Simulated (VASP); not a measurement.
# Li (P6_3/mmc) in VASP: a series of runs

Li is run at these levels: BLYP; tasks: single point.

All numbers are computed with VASP 6.6.1; they aren't measurements. Logs are shortened: lines on timing, memory, paths and dates and some standing lists are left out, and cuts for length are marked.

### Step 1. The cell of the first run

The structure is hexagonal, space group P6_3/mmc (No. 194). Conventional cell: a = 2.923 Å, b = 2.923 Å, c = 4.768 Å, α = 90.00°, β = 90.00°, γ = 120.00°. Within 3.8 Å of Li (site symmetry -6m2) lie 12 Li at 2.92 Å.

This isn't the form of Li at room conditions, which is bcc.

### Step 2. Single point, BLYP (17.64 Å³/atom)

Input file INCAR:

```
PREC = Accurate
ENCUT = 520
EDIFF = 1E-6
ISMEAR = -1
SIGMA = 0.1
LREAL = False
LASPH = True
NELM = 80
ALGO = Normal
ISIF = 2
LWAVE = False
LCHARG = True
GGA = B5
ALDAX = 1.0
AGGAX = 1.0
AGGAC = 1.0
ALDAC = 0.0
LELF = True
LVHAR = True
NBANDS = 10
```

Input file KPOINTS:

```
regular mesh
0
Gamma
  13 13 7
```

Input file POSCAR:

```
Li
1.0
    2.9231388353      0.0000000000      0.0000000000
   -1.4615694176      2.5315124901      0.0000000000
    0.0000000000      0.0000000000      4.7679008427
Li
2
Direct
    0.3333333333      0.6666666667      0.2500000000
    0.6666666667      0.3333333333      0.7500000000
```

Potentials or basis: VASP PAW PBE potentials, release 64 (Li_sv).

Launch:

```
cat potpaw_PBE.64/Li_sv/POTCAR > POTCAR
mpirun -np 1 vasp_std > vasp.out
```

OUTCAR:

```text
PREC = Accurate
   ENCUT = 520
   EDIFF = 1E-6
   ISMEAR = -1
   LREAL = False
   LASPH = True
   NELM = 80
   ISIF = 2
   GGA = B5

 ion  position               nearest neighbor table
   1  0.333  0.667  0.250-
   2  0.667  0.333  0.750-

  LATTYP: Found a hexagonal cell.
 ALAT       =     2.9231388353
 C/A-ratio  =     1.6310894252

  Lattice vectors:

 A1 = (   2.9231388353,   0.0000000000,   0.0000000000)
 A2 = (  -1.4615694176,   2.5315124901,   0.0000000000)
 A3 = (   0.0000000000,   0.0000000000,   4.7679008427)

Analysis of symmetry for initial positions (statically):
=====================================================================
 Subroutine PRICEL returns:
 Original cell was already a primitive cell.

 Routine SETGRP: Setting up the symmetry group for a
 hexagonal supercell.

 Subroutine GETGRP returns: Found 24 space group operations
 (whereof 12 operations were pure point group operations)
 out of a pool of 24 trial point group operations.

The static configuration has the point symmetry D_3d.
 The point group associated with its full space group is D_6h.

Analysis of symmetry for dynamics (positions and initial velocities):
=====================================================================
 Subroutine PRICEL returns:
 Original cell was already a primitive cell.

 Routine SETGRP: Setting up the symmetry group for a
 hexagonal supercell.

 Subroutine GETGRP returns: Found 24 space group operations
 (whereof 12 operations were pure point group operations)
 out of a pool of 24 trial point group operations.

The dynamic configuration has the point symmetry D_3d.
 The point group associated with its full space group is D_6h.

 Subroutine INISYM returns: Found 24 space group operations
 (whereof 12 operations are pure point group operations),
 and found     1 'primitive' translations

----------------------------------------------------------------------------------------

                                     Primitive cell

  volume of cell :      35.2823

  direct lattice vectors                    reciprocal lattice vectors
     2.923138835  0.000000000  0.000000000     0.342098017  0.197510382  0.000000000
    -1.461569418  2.531512490  0.000000000     0.000000000  0.395020765  0.000000000
     0.000000000  0.000000000  4.767900843     0.000000000  0.000000000  0.209735905

  length of vectors
     2.923138835  2.923138835  4.767900843     0.395020765  0.395020765  0.209735905

  position of ions in fractional coordinates (direct lattice)
     0.333333333  0.666666667  0.250000000
     0.666666667  0.333333333  0.750000000

  ion indices of the primitive-cell ions
   primitive index   ion index
                 1           1
                 2           2

----------------------------------------------------------------------------------------

 KPOINTS: regular mesh

Automatic generation of k-mesh.
 Grid dimensions read from file:
 generate k-points for:   13   13    7

 Generating k-lattice:

  Cartesian coordinates                     Fractional coordinates (reciprocal lattice)
     0.026315232  0.015193106  0.000000000     0.076923077  0.000000000  0.000000000
     0.000000000  0.030386213  0.000000000     0.000000000  0.076923077  0.000000000
     0.000000000  0.000000000  0.029962272     0.000000000  0.000000000  0.142857143

  Length of vectors
     0.030386213  0.030386213  0.029962272

  Shift w.r.t. Gamma in fractional coordinates (k-lattice)
     0.000000000  0.000000000  0.000000000

 Subroutine IBZKPT returns following result:
 ===========================================

 Found     84 irreducible k-points:

 Following reciprocal coordinates:
            Coordinates               Weight
  0.000000  0.000000  0.000000      1.000000
  0.076923  0.000000  0.000000      6.000000
  0.153846  0.000000  0.000000      6.000000
  0.230769  0.000000  0.000000      6.000000
  0.307692  0.000000  0.000000      6.000000
  0.384615  0.000000  0.000000      6.000000
[... 16 lines left out ...]
  0.076923  0.000000  0.142857     12.000000
  0.153846  0.000000  0.142857     12.000000
 [... further k-points ...]
   k-points           NKPTS =     84   k-points in BZ     NKDIM =     84   number of bands    NBANDS=     10
   number of dos      NEDOS =    301   number of ions     NIONS =      2
   total plane-waves  NPLWV =  20736
   dimension x,y,z NGX =    24 NGY =   24 NGZ =   36
   dimension x,y,z NGXF=    48 NGYF=   48 NGZF=   72
   ions per type =               2
   NGX,Y,Z   is equivalent  to a cutoff of  13.65, 13.65, 12.55 a.u.
   NGXF,Y,Z  is equivalent  to a cutoff of  27.30, 27.30, 25.10 a.u.
 SYSTEM =  unknown system
   PREC   = accura    normal or accurate (medium, high low for compatibility)
   ISTART =      0    job   : 0-new  1-cont  2-samecut
   ICHARG =      2    charge: 1-file 2-atom 10-const
   ISPIN  =      1    spin polarized calculation?
   LNONCOLLINEAR =      F non collinear calculations
   LSORBIT =      F    spin-orbit coupling
   LASPH  =      T    aspherical Exc in radial PAW
   ENCUT  =  520.0 eV  38.22 Ry    6.18 a.u.   5.44  5.44  8.87*2*pi/ulx,y,z
   NELM   =     80;   NELMIN=  2; NELMDL= -5     # of ELM steps
   EDIFF  = 0.1E-05   stopping-criterion for ELM
   LREAL  =      F    real-space projection
   EDIFFG = 0.1E-04   stopping-criterion for IOM
   NSW    =      0    number of steps for IOM
   IBRION =     -1    ionic relax: 0-MD 1-quasi-New 2-CG
   NFREE  =      0    steps in history (QN), initial steepest desc. (CG)
   ISIF   =      2    stress and relaxation
   ISYM   =      2    0-nonsym 1-usesym 2-fastsym
   POTIM  = 0.5000    time-step for ionic-motion
   TEBEG  =    0.0;   TEEND  =   0.0 temperature during run
   PSTRESS=    0.0 pullay stress
   NELECT =       6.0000    total number of electrons
   NUPDOWN=      -1.0000    fix difference up-down
   EMIN   =  10.00;   EMAX   =-10.00  energy-range for DOS
   EFERMI =   0.00;   METHOD = LEGACY
   ISMEAR =    -1;   SIGMA  =   0.10  broadening in eV -4-tet -1-fermi 0-gaus
   EFERMI_NEDOS =   21; number of points for ismear=-14 and -15
   IALGO  =     38    algorithm
   IMIX   =      4    mixing-type and parameters
     AMIX     =   0.40;   BMIX     =  1.00
     AMIX_MAG =   1.60;   BMIX_MAG =  1.00
  volume/ion in A,a.u.               =      17.64       119.05
  Fermi-wavevector in a.u.,A,eV,Ry     =   0.906998  1.713978 11.192770  0.822645
  Thomas-Fermi vector in A             =   2.030753
   LORBIT       =      0    0 simple, 1 ext, 2 COOP (PROOUT), +10 PAW based schemes
   GGA     = B5    functional components
   LHFCALC =     F    Hartree Fock is set to
   AEXX    =    0.0000 exact exchange contribution
   IVDW    =     0    specifies the selected vdW correction
   LEPSILON=     F    determine dielectric tensor
   LRPA    =     F    only Hartree local field effects (RPA)
 non-spin polarized calculation
  energy-cutoff  :      520.00
  volume of cell :       35.28
 maximum number of plane-waves:       989
 NGX is ok and might be reduce to    24
   NGX = 11   NGY = 11   NGZ = 17

 number of electron       6.0000000 magnetization

 Free energy of the ion-electron system (eV)
  ---------------------------------------------------
  ext. energy  EPLUGINS =         0.00000000
  ---------------------------------------------------
  free energy    TOTEN  =        -3.12202125 eV

  energy without entropy =       -3.08835317  energy(sigma->0) =       -3.10518721

 E-fermi :   1.4478     XC(G=0):  -6.9959

 val. band max:        1.4475103437   @ k =   0.2308   0.0769   0.2857
 cond. band min:       1.4521120540   @ k =   0.3846   0.1538   0.0000
 fundamental gap:      0.0046017104
 Fermi energy:         1.4477530362

 k-point     1 :       0.0000    0.0000    0.0000
  band No.  band energies     occupation
      1     -45.5515      2.00000
      2     -45.5215      2.00000
      3      -2.2508      2.00000
      4       1.3742      1.35209
      5       4.8913      0.00000
      6      14.9414      0.00000
      7      14.9414      0.00000
      8      16.4653      0.00000
      9      16.4653      0.00000
     10      17.1301      0.00000

 k-point     2 :       0.0769    0.0000    0.0000
  band No.  band energies     occupation
      1     -45.5500      2.00000
      2     -45.5208      2.00000
      3      -2.1529      2.00000
      4       1.5103      0.69700
      5       4.9152      0.00000
      6      13.9090      0.00000
      7      14.2192      0.00000
      8      16.4707      0.00000
      9      16.8766      0.00000
     10      17.0120      0.00000

 k-point     3 :       0.1538    0.0000    0.0000
  band No.  band energies     occupation
      1     -45.5457      2.00000
      2     -45.5188      2.00000
      3      -1.8597      2.00000
      4       1.9181      0.01796
      5       4.9732      0.00000
      6      11.9187      0.00000
      7      13.1224      0.00000
      8      16.3319      0.00000
      9      16.3588      0.00000
     10      16.8836      0.00000

 k-point     4 :       0.2308    0.0000    0.0000
  band No.  band energies     occupation
      1     -45.5395      2.00000
      2     -45.5163      2.00000
      3      -1.3703      2.00000
      4       2.5961      0.00002
      5       4.9981      0.00000
      6       9.9705      0.00000
      7      12.1511      0.00000
      8      14.5525      0.00000
      9      14.7715      0.00000
     10      16.3767      0.00000
[... 222 lines left out ...]
 k-point    22 :       0.0000    0.0000    0.1429
  band No.  band energies     occupation
      1     -45.5500      2.00000
      2     -45.5230      2.00000
      3      -2.1556      2.00000
      4       0.9168      1.99016
      5       5.5892      0.00000
      6      15.0371      0.00000
      7      15.0371      0.00000
      8      15.9718      0.00000
      9      16.4605      0.00000
     10      16.4605      0.00000

 k-point    23 :       0.0769    0.0000    0.1429
  band No.  band energies     occupation
      1     -45.5485      2.00000
      2     -45.5222      2.00000
      3      -2.0578      2.00000
      4       1.0399      1.96669
      5       5.6244      0.00000
      6      13.9977      0.00000
      7      14.3278      0.00000
      8      15.8447      0.00000
      9      16.6184      0.00000
     10      16.7514      0.00000

 k-point    24 :       0.1538    0.0000    0.1429
  band No.  band energies     occupation
      1     -45.5443      2.00000
      2     -45.5202      2.00000
      3      -1.7641      2.00000
      4       1.4054      1.20845
      5       5.7203      0.00000
      6      12.0033      0.00000
      7      13.2403      0.00000
      8      15.6230      0.00000
      9      15.8160      0.00000
     10      16.5449      0.00000

 [... further k-points ...]

------------------------ aborting loop because EDIFF is reached ----------------------------------------

  FORCE on cell =-STRESS in cart. coord.  units (eV):
  Direction    XX          YY          ZZ          XY          YZ          ZX
  --------------------------------------------------------------------------------------
  -------------------------------------------------------------------------------------
  Total        0.4387039      0.4387039      0.5032116      0.0000000      0.0000000      0.0000000
  in kB       19.9216517     19.9216517     22.8509620      0.0000000      0.0000000      0.0000000
  external PRESSURE =      20.8980885 kB  Pullay stress =       0.0000000 kB

 VOLUME and BASIS-vectors are now :
 -----------------------------------------------------------------------------
  energy-cutoff  :      520.00
  volume of cell :       35.28
      direct lattice vectors                 reciprocal lattice vectors
     2.923138835  0.000000000  0.000000000     0.342098017  0.197510382  0.000000000
    -1.461569418  2.531512490  0.000000000     0.000000000  0.395020765  0.000000000
     0.000000000  0.000000000  4.767900843     0.000000000  0.000000000  0.209735905

 POSITION                                       TOTAL-FORCE (eV/Angst)
 -----------------------------------------------------------------------------------
     -0.00000      1.68767      1.19198         0.000000     -0.000000      0.000000
      1.46157      0.84384      3.57593        -0.000000      0.000000      0.000000
 -----------------------------------------------------------------------------------
    total drift:                               -0.000000      0.000000      0.000000

  FREE ENERGIE OF THE ION-ELECTRON SYSTEM (eV)
  ---------------------------------------------------
  free  energy   TOTEN  =        -3.1220212496 eV

  energy  without entropy=       -3.0883531726  energy(sigma->0) =       -3.10518721
```

It took 26 s on 1 thread of Intel Xeon Platinum 8488C (Sapphire Rapids), shared host; peak memory 0.15 GiB.

What came out:

- Free energy: -3.1220 eV
- Band gap on the k mesh: zero (bands 3 and 4 overlap by 3.93 eV)

Levels at points of the mesh, in eV from the Fermi level:
| k point | band 1 | band 2 | band 3 | band 4 | band 5 | band 6 | band 7 | band 8 |
| --- | --- | --- | --- | --- | --- | --- | --- | --- |
| (0.00, 0.00, 0.00) | -47.00 | -46.97 | -3.70 | -0.07 | 3.44 | 13.49 | 13.49 | 15.02 |

Caveat: the cutoff is under 1.25 times the usual one of these potentials, so pressure, stress and relaxed cells hold a basis-set (Pulay) error; the PAW data sets were made with another functional, which shifts forces and pressure a little.

### Step 3. Single point, BLYP (18.44 Å³/atom)

This run uses another cell than the first one, of 18.44 Å³/atom.

Input file INCAR:

```
SYSTEM = Li
  AGGAC = 1.0
  AGGAX = 1.0
  ALDAC = 0.0
  ALDAX = 1.0
  ALGO = Normal
  EDIFF = 1E-6
  ENCUT = 520
  GGA = B5
  ISIF = 2
  ISMEAR = -1
  LASPH = .True.
  LCHARG = .False.
  LREAL = .False.
  LWAVE = .False.
  NBANDS = 10
  NELM = 60
  PREC = Accurate
  SIGMA = 0.1
```

Input file KPOINTS:

```
k-points
0
Gamma
  13 13 7
  0 0 0
```

Input file POSCAR:

```
Li
1.0
    2.9667742063      0.0000000000      0.0000000000
   -1.4833871031      2.5693018299      0.0000000000
    0.0000000000      0.0000000000      4.8390740349
Li
2
Direct
    0.3333333333      0.6666666667      0.2500000000
    0.6666666667      0.3333333333      0.7500000000
```

Potentials or basis: VASP PAW PBE potentials, release 64 (Li_sv).

Launch:

```
cat potpaw_PBE.64/Li_sv/POTCAR > POTCAR
mpirun -np 1 vasp_std > vasp.out
```

Wall time 23 s (1 thread of Intel Xeon Platinum 8488C (Sapphire Rapids), shared host); peak memory 0.15 GiB.

The run converged. Its results:

- Free energy: -3.1400 eV
- Band gap on the k mesh: zero (bands 3 and 4 overlap by 3.86 eV)

Levels at points of the mesh, in eV from the Fermi level:
```csv
k point,band 1,band 2,band 3,band 4,band 5,band 6,band 7
"(0.00, 0.00, 0.00)",-47.07,-47.04,-3.65,-0.05,3.28,13.08,13.08
```

Caveat: the cutoff is under 1.25 times the usual one of these potentials, so pressure, stress and relaxed cells hold a basis-set (Pulay) error; the PAW data sets were made with another functional, which shifts forces and pressure a little.
